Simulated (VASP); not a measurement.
# Cr in VASP: further runs

Runs on Cr. Level: PBEsol. Tasks: single point.

All numbers are computed with VASP 6.6.1; they aren't measurements. Logs are shortened: lines on timing, memory, paths and dates and some standing lists are left out, and cuts for length are marked.

## (1) The cell of the first run

The cell holds a wire with vacuum, 4 atoms: a = 11.300 Å, b = 9.300 Å, c = 5.386 Å, α = 90.00°, β = 90.00°, γ = 90.00°.

## (2) Single point, PBEsol, collinear spin, ferromagnetic start

The input, INCAR:

```
SYSTEM = Cr
PREC     = Accurate       ! precision mode
ENCUT    = 520            ! plane-wave cutoff, eV
EDIFF    = 1E-6           ! SCF threshold, eV
ISMEAR   = 0              ! smearing method
SIGMA    = 0.05           ! smearing width, eV
LREAL    = .FALSE.        ! projectors in reciprocal space
LASPH    = .TRUE.         ! aspherical terms in the spheres
NELM     = 150            ! most SCF steps
ALGO     = Normal         ! electronic algorithm
ISIF     = 2              ! what is computed and relaxed
LWAVE    = .FALSE.        ! write WAVECAR
LCHARG   = .FALSE.        ! write CHGCAR
ISPIN    = 2              ! spin polarisation
MAGMOM   = 1.5 1.5 1.5 1.5 ! initial moments
LORBIT   = 11             ! projections on sites
LMAXMIX  = 4              ! l up to which the mixer works
GGA      = PS             ! functional
NBANDS   = 36             ! bands
```

The input, KPOINTS:

```
Automatic mesh
0
G
  1 1 15
  0 0 0
```

The input, POSCAR:

```
Cr
1.0
   11.3000000000      0.0000000000      0.0000000000
    0.0000000000      9.3000000000      0.0000000000
    0.0000000000      0.0000000000      5.3857951137
Cr
4
Direct
    0.4278726255      0.5000000000      0.0000000000
    0.4278726255      0.5000000000      0.5000000000
    0.5721273745      0.5000000000      0.0000000000
    0.5721273745      0.5000000000      0.5000000000
```

Potentials or basis: VASP PAW PBE potentials, release 64 (Cr_pv).

The run is started by

```
$ cat potpaw_PBE.64/Cr_pv/POTCAR > POTCAR
$ mpirun -np 1 vasp_std > vasp.out
```

OUTCAR:

```text
SYSTEM = Cr
   PREC = Accurate
   ENCUT = 520
   EDIFF = 1E-6
   ISMEAR = 0
   LREAL = .FALSE.
   LASPH = .TRUE.
   NELM = 150
   ISIF = 2
   ISPIN = 2
   LORBIT = 11
   GGA = PS

 ion  position               nearest neighbor table
   1  0.428  0.500  0.000-   3 1.63   2 2.69   2 2.69   4 3.15   4 3.15
   2  0.428  0.500  0.500-   4 1.63   1 2.69   1 2.69   3 3.15   3 3.15
   3  0.572  0.500  0.000-   1 1.63   4 2.69   4 2.69   2 3.15   2 3.15
   4  0.572  0.500  0.500-   2 1.63   3 2.69   3 2.69   1 3.15   1 3.15

  LATTYP: Found a simple orthorhombic cell.
 ALAT       =     5.3857951137
 B/A-ratio  =     1.7267645359
 C/A-ratio  =     2.0981117479

  Lattice vectors:

 A1 = (   0.0000000000,   0.0000000000,  -5.3857951137)
 A2 = (   0.0000000000,   9.3000000000,   0.0000000000)
 A3 = (  11.3000000000,   0.0000000000,   0.0000000000)

Analysis of symmetry for initial positions (statically):
=====================================================================
 Subroutine PRICEL returns following result:

  LATTYP: Found a simple orthorhombic cell.
 ALAT       =     2.6928975568
 B/A-ratio  =     3.4535290718
 C/A-ratio  =     4.1962234959

  Lattice vectors:

 A1 = (   0.0000000000,   0.0000000000,  -2.6928975568)
 A2 = (   0.0000000000,   9.3000000000,   0.0000000000)
 A3 = (  11.3000000000,   0.0000000000,   0.0000000000)

   2 primitive cells build up your supercell.

 Routine SETGRP: Setting up the symmetry group for a
 simple orthorhombic supercell.

 Subroutine GETGRP returns: Found  8 space group operations
 (whereof  8 operations were pure point group operations)
 out of a pool of  8 trial point group operations.

The static configuration has the point symmetry D_2h.

Analysis of symmetry for dynamics (positions and initial velocities):
=====================================================================
 Subroutine PRICEL returns following result:

  LATTYP: Found a simple orthorhombic cell.
 ALAT       =     2.6928975568
 B/A-ratio  =     3.4535290718
 C/A-ratio  =     4.1962234959

  Lattice vectors:

 A1 = (   0.0000000000,   0.0000000000,  -2.6928975568)
 A2 = (   0.0000000000,   9.3000000000,   0.0000000000)
 A3 = (  11.3000000000,   0.0000000000,   0.0000000000)

   2 primitive cells build up your supercell.

 Routine SETGRP: Setting up the symmetry group for a
 simple orthorhombic supercell.

 Subroutine GETGRP returns: Found  8 space group operations
 (whereof  8 operations were pure point group operations)
 out of a pool of  8 trial point group operations.

The dynamic configuration has the point symmetry D_2h.

Analysis of structural, dynamic, and magnetic symmetry:
=====================================================================
 Subroutine PRICEL returns following result:

  LATTYP: Found a simple orthorhombic cell.
 ALAT       =     2.6928975568
 B/A-ratio  =     3.4535290718
 C/A-ratio  =     4.1962234959

  Lattice vectors:

 A1 = (   0.0000000000,   0.0000000000,  -2.6928975568)
 A2 = (   0.0000000000,   9.3000000000,   0.0000000000)
 A3 = (  11.3000000000,   0.0000000000,   0.0000000000)

   2 primitive cells build up your supercell.

 Routine SETGRP: Setting up the symmetry group for a
 simple orthorhombic supercell.

 Subroutine GETGRP returns: Found  8 space group operations
 (whereof  8 operations were pure point group operations)
 out of a pool of  8 trial point group operations.

The overall configuration has the point symmetry D_2h.

 Subroutine INISYM returns: Found  8 space group operations
 (whereof  8 operations are pure point group operations),
 and found     2 'primitive' translations

----------------------------------------------------------------------------------------

                                     Primitive cell

  volume of cell :     282.9966

  direct lattice vectors                    reciprocal lattice vectors
     0.000000000  0.000000000 -2.692897557     0.000000000  0.000000000 -0.371347212
     0.000000000  9.300000000  0.000000000     0.000000000  0.107526882  0.000000000
    11.300000000  0.000000000  0.000000000     0.088495575  0.000000000  0.000000000

  length of vectors
     2.692897557  9.300000000 11.300000000     0.371347212  0.107526882  0.088495575

  position of ions in fractional coordinates (direct lattice)
     0.000000000  0.500000000  0.427872626
     0.000000000  0.500000000  0.572127374

  ion indices of the primitive-cell ions
   primitive index   ion index
                 1           1
                 2           3

----------------------------------------------------------------------------------------

 KPOINTS: Automatic mesh

Automatic generation of k-mesh.
 Grid dimensions read from file:
 generate k-points for:    1    1   15

 Generating k-lattice:

  Cartesian coordinates                     Fractional coordinates (reciprocal lattice)
     0.088495575  0.000000000  0.000000000     1.000000000  0.000000000  0.000000000
     0.000000000  0.107526882  0.000000000     0.000000000  1.000000000  0.000000000
     0.000000000  0.000000000  0.012378240     0.000000000  0.000000000  0.066666667

  Length of vectors
     0.088495575  0.107526882  0.012378240

  Shift w.r.t. Gamma in fractional coordinates (k-lattice)
     0.000000000  0.000000000  0.000000000

 Subroutine IBZKPT returns following result:
 ===========================================

 Found      8 irreducible k-points:

 Following reciprocal coordinates:
            Coordinates               Weight
  0.000000  0.000000  0.000000      1.000000
  0.000000  0.000000  0.066667      2.000000
  0.000000  0.000000  0.133333      2.000000
  0.000000  0.000000  0.200000      2.000000
  0.000000  0.000000  0.266667      2.000000
  0.000000  0.000000  0.333333      2.000000
  0.000000  0.000000  0.400000      2.000000
  0.000000  0.000000  0.466667      2.000000
   k-points           NKPTS =      8   k-points in BZ     NKDIM =      8   number of bands    NBANDS=     36
   number of dos      NEDOS =    301   number of ions     NIONS =      4
   total plane-waves  NPLWV = 235200
   dimension x,y,z NGX =    84 NGY =   70 NGZ =   40
   dimension x,y,z NGXF=   168 NGYF=  140 NGZF=   80
   ions per type =               4
   NGX,Y,Z   is equivalent  to a cutoff of  12.36, 12.51, 12.35 a.u.
   NGXF,Y,Z  is equivalent  to a cutoff of  24.72, 25.03, 24.69 a.u.
 SYSTEM =  Cr
   PREC   = accura    normal or accurate (medium, high low for compatibility)
   ISTART =      0    job   : 0-new  1-cont  2-samecut
   ICHARG =      2    charge: 1-file 2-atom 10-const
   ISPIN  =      2    spin polarized calculation?
   LNONCOLLINEAR =      F non collinear calculations
   LSORBIT =      F    spin-orbit coupling
   LASPH  =      T    aspherical Exc in radial PAW
   ENCUT  =  520.0 eV  38.22 Ry    6.18 a.u.  21.01 17.29 10.01*2*pi/ulx,y,z
   NELM   =    150;   NELMIN=  2; NELMDL= -5     # of ELM steps
   EDIFF  = 0.1E-05   stopping-criterion for ELM
   LREAL  =      F    real-space projection
   EDIFFG = 0.1E-04   stopping-criterion for IOM
   NSW    =      0    number of steps for IOM
   IBRION =     -1    ionic relax: 0-MD 1-quasi-New 2-CG
   NFREE  =      0    steps in history (QN), initial steepest desc. (CG)
   ISIF   =      2    stress and relaxation
   ISYM   =      2    0-nonsym 1-usesym 2-fastsym
   POTIM  = 0.5000    time-step for ionic-motion
   TEBEG  =    0.0;   TEEND  =   0.0 temperature during run
   PSTRESS=    0.0 pullay stress
   NELECT =      48.0000    total number of electrons
   NUPDOWN=      -1.0000    fix difference up-down
   EMIN   =  10.00;   EMAX   =-10.00  energy-range for DOS
   EFERMI =   0.00;   METHOD = LEGACY
   ISMEAR =     0;   SIGMA  =   0.05  broadening in eV -4-tet -1-fermi 0-gaus
   EFERMI_NEDOS =   21; number of points for ismear=-14 and -15
   IALGO  =     38    algorithm
   IMIX   =      4    mixing-type and parameters
     AMIX     =   0.40;   BMIX     =  1.00
     AMIX_MAG =   1.60;   BMIX_MAG =  1.00
  volume/ion in A,a.u.               =     141.50       954.88
  Fermi-wavevector in a.u.,A,eV,Ry     =   0.719258  1.359201  7.038735  0.517332
  Thomas-Fermi vector in A             =   1.808408
   LORBIT       =     11    0 simple, 1 ext, 2 COOP (PROOUT), +10 PAW based schemes
   GGA     = PS    functional components
   LHFCALC =     F    Hartree Fock is set to
   AEXX    =    0.0000 exact exchange contribution
   IVDW    =     0    specifies the selected vdW correction
   LEPSILON=     F    determine dielectric tensor
   LRPA    =     F    only Hartree local field effects (RPA)
 spin polarized calculation
 Gauss-broadening in eV      SIGMA  =   0.05
  energy-cutoff  :      520.00
  volume of cell :      565.99
 maximum number of plane-waves:     15278
   NGX = 43   NGY = 35   NGZ = 21

 number of electron      48.0000000 magnetization      -0.0005032

 number of electron      48.0000000 magnetization       0.0000823

 Free energy of the ion-electron system (eV)
  ---------------------------------------------------
  ext. energy  EPLUGINS =         0.00000000
  ---------------------------------------------------
  free energy    TOTEN  =       -26.91998005 eV

  energy without entropy =      -26.91453997  energy(sigma->0) =      -26.91726001

 E-fermi :  -2.7749     XC(G=0):  -2.6817

 val. band max:       -2.8726879162   @ k =   0.0000   0.0000   0.4000
 cond. band min:      -2.7657190101   @ k =   0.0000   0.0000   0.1333
 fundamental gap:      0.1069689061
 Fermi energy:        -2.7749148536

 spin component 1

 k-point     1 :       0.0000    0.0000    0.0000
  band No.  band energies     occupation
      1     -48.6027      1.00000
      2     -48.5704      1.00000
      3     -45.9518      1.00000
      4     -45.9335      1.00000
      5     -45.8999      1.00000
      6     -45.6278      1.00000
[... 28 lines left out ...]
     35       0.3191      0.00000
     36       1.0345      0.00000

 k-point     2 :       0.0000    0.0000    0.0667
  band No.  band energies     occupation
      1     -48.6024      1.00000
      2     -48.5707      1.00000
      3     -45.9483      1.00000
      4     -45.9332      1.00000
      5     -45.9002      1.00000
      6     -45.6314      1.00000
[... 226 lines left out ...]
 k-point     8 :       0.0000    0.0000    0.4667
  band No.  band energies     occupation
      1     -48.5882      1.00000
      2     -48.5849      1.00000
      3     -45.9185      1.00000
      4     -45.9150      1.00000
      5     -45.8082      1.00000
      6     -45.7744      1.00000
[... 28 lines left out ...]
     35       0.2623      0.00000
     36       0.5038      0.00000
 Fermi energy:        -2.7749148536

 spin component 2

 k-point     1 :       0.0000    0.0000    0.0000
  band No.  band energies     occupation
      1     -48.6027      1.00000
      2     -48.5704      1.00000
      3     -45.9518      1.00000
      4     -45.9335      1.00000
      5     -45.8999      1.00000
      6     -45.6278      1.00000
[... 28 lines left out ...]
     35       0.3180      0.00000
     36       1.0344      0.00000

 k-point     2 :       0.0000    0.0000    0.0667
  band No.  band energies     occupation
      1     -48.6024      1.00000
      2     -48.5707      1.00000
      3     -45.9483      1.00000
      4     -45.9332      1.00000
      5     -45.9003      1.00000
      6     -45.6315      1.00000
[... 226 lines left out ...]
 k-point     8 :       0.0000    0.0000    0.4667
  band No.  band energies     occupation
      1     -48.5882      1.00000
      2     -48.5849      1.00000
      3     -45.9185      1.00000
      4     -45.9150      1.00000
      5     -45.8082      1.00000
      6     -45.7744      1.00000
[... 28 lines left out ...]
     35       0.2623      0.00000
     36       0.5039      0.00000

------------------------ aborting loop because EDIFF is reached ----------------------------------------

  FORCE on cell =-STRESS in cart. coord.  units (eV):
  Direction    XX          YY          ZZ          XY          YZ          ZX
  --------------------------------------------------------------------------------------
  -------------------------------------------------------------------------------------
  Total       14.3539332     -0.1067938     -0.2196439      0.0000000      0.0000000      0.0000000
  in kB       40.6321949     -0.3023051     -0.6217538      0.0000000      0.0000000      0.0000000
  external PRESSURE =      13.2360453 kB  Pullay stress =       0.0000000 kB

 VOLUME and BASIS-vectors are now :
 -----------------------------------------------------------------------------
  energy-cutoff  :      520.00
  volume of cell :      565.99
      direct lattice vectors                 reciprocal lattice vectors
    11.300000000  0.000000000  0.000000000     0.088495575  0.000000000  0.000000000
     0.000000000  9.300000000  0.000000000     0.000000000  0.107526882  0.000000000
     0.000000000  0.000000000  5.385795114     0.000000000  0.000000000  0.185673606

 POSITION                                       TOTAL-FORCE (eV/Angst)
 -----------------------------------------------------------------------------------
      4.83496      4.65000      0.00000        -4.416675      0.000000     -0.000000
      4.83496      4.65000      2.69290        -4.416675      0.000000      0.000000
      6.46504      4.65000      0.00000         4.416675     -0.000000     -0.000000
      6.46504      4.65000      2.69290         4.416675     -0.000000      0.000000
 -----------------------------------------------------------------------------------
    total drift:                                0.000000     -0.000000      0.000000

  FREE ENERGIE OF THE ION-ELECTRON SYSTEM (eV)
  ---------------------------------------------------
  free  energy   TOTEN  =       -26.9199800498 eV

  energy  without entropy=      -26.9145399732  energy(sigma->0) =      -26.91726001

 total charge

# of ion       s       p       d       tot
------------------------------------------
    1        0.397   6.181   4.830  11.408
    2        0.397   6.181   4.830  11.408
    3        0.397   6.181   4.830  11.408
    4        0.397   6.181   4.830  11.408
--------------------------------------------------
tot          1.590  24.723  19.320  45.633

 magnetization (x)

# of ion       s       p       d       tot
------------------------------------------
    1       -0.000   0.000  -0.000  -0.000
    2       -0.000   0.000  -0.000  -0.000
    3       -0.000   0.000  -0.000  -0.000
    4       -0.000   0.000  -0.000  -0.000
--------------------------------------------------
tot         -0.000   0.000  -0.000  -0.000
```

Wall time 11 min (1 thread of Intel Xeon Platinum 8259CL at 2.50GHz (Skylake/Cascade Lake), shared host); peak memory 0.8 GiB.

What came out:

```yaml
Free_energy: -26.9200 eV
Largest_force: 4.417 eV/Å
Band_gap_on_the_k_mesh: zero (filled and empty bands overlap)
Net_moment: 0.00 μB per cell
Valence_electrons_inside_the_program's_atomic_spheres: Cr 11.41
```

Forces in eV/Å, atoms in the order of the input:
```
Cr  -4.417  0.000  0.000
Cr  -4.417  0.000  0.000
Cr   4.417  0.000  0.000
Cr   4.417  0.000  0.000
```

Caveat: the starting moments collapsed, and a magnetic state may lie lower; the PAW data sets were made with another functional, which shifts forces and pressure a little.

## (3) Single point, PBEsol, collinear spin, ferromagnetic start

This run uses another cell than the first one, of 115.25 Å³/atom, 0.815 times its volume.

INCAR, as its differences from that of step 2:

```diff
@@ -6,4 +6,4 @@
 SIGMA    = 0.05           ! smearing width, eV
-LREAL    = .FALSE.        ! projectors in reciprocal space
-LASPH    = .TRUE.         ! aspherical terms in the spheres
+LREAL    = .False.        ! projectors in reciprocal space
+LASPH    = .True.         ! aspherical terms in the spheres
 NELM     = 150            ! most SCF steps
@@ -11,4 +11,4 @@
 ISIF     = 2              ! what is computed and relaxed
-LWAVE    = .FALSE.        ! write WAVECAR
-LCHARG   = .FALSE.        ! write CHGCAR
+LWAVE    = .False.        ! write WAVECAR
+LCHARG   = .False.        ! write CHGCAR
 ISPIN    = 2              ! spin polarisation
```

The input, KPOINTS:

```
regular mesh
0
Gamma
  1 1 15
  0 0 0
```

The input, POSCAR:

```
Cr
1.0
   11.3000000000      0.0000000000      0.0000000000
    0.0000000000      9.3000000000      0.0000000000
    0.0000000000      0.0000000000      4.3868569909
Cr
4
Direct
    0.3980929239      0.5000000000      0.0000000000
    0.3980929239      0.5000000000      0.5000000000
    0.6019070761      0.5000000000      0.0000000000
    0.6019070761      0.5000000000      0.5000000000
```

Potentials or basis: VASP PAW PBE potentials, release 64 (Cr_pv).

The run is started by

```
$ cat potpaw_PBE.64/Cr_pv/POTCAR > POTCAR
$ mpirun -np 1 vasp_std > vasp.out
```

It took 7.4 min on 1 thread of Intel Xeon Platinum 8259CL at 2.50GHz (Skylake/Cascade Lake), shared host; peak memory 0.72 GiB.

It converged, with:

```yaml
Free_energy: -26.1719 eV
Largest_force: 1.629 eV/Å
Net_moment: 5.30 μB per cell
Site_moments: Cr +1.02 μB
Valence_electrons_inside_the_program's_atomic_spheres: Cr 10.90
```

Forces in eV/Å, atoms in the order of the input:
```
Cr   1.629  0.000  0.000
Cr   1.629  0.000  0.000
Cr  -1.629  0.000  0.000
Cr  -1.629  0.000  0.000
```

Levels at points of the mesh, in eV from the Fermi level:
Spin up:
| k point | band 23 | band 24 | band 25 | band 26 | band 27 | band 28 |
| --- | --- | --- | --- | --- | --- | --- |
| (0.00, 0.00, 0.00) | -0.64 | -0.58 | -0.39 | 0.00 | 0.63 | 0.79 |
Spin down:
```tsv
k point	band 19	band 20	band 21	band 22	band 23	band 24	band 25	band 26
(0.00, 0.00, 0.00)	-1.04	-0.64	-0.38	-0.05	0.15	0.71	0.83	1.04
```

Caveat: the PAW data sets were made with another functional, which shifts forces and pressure a little.
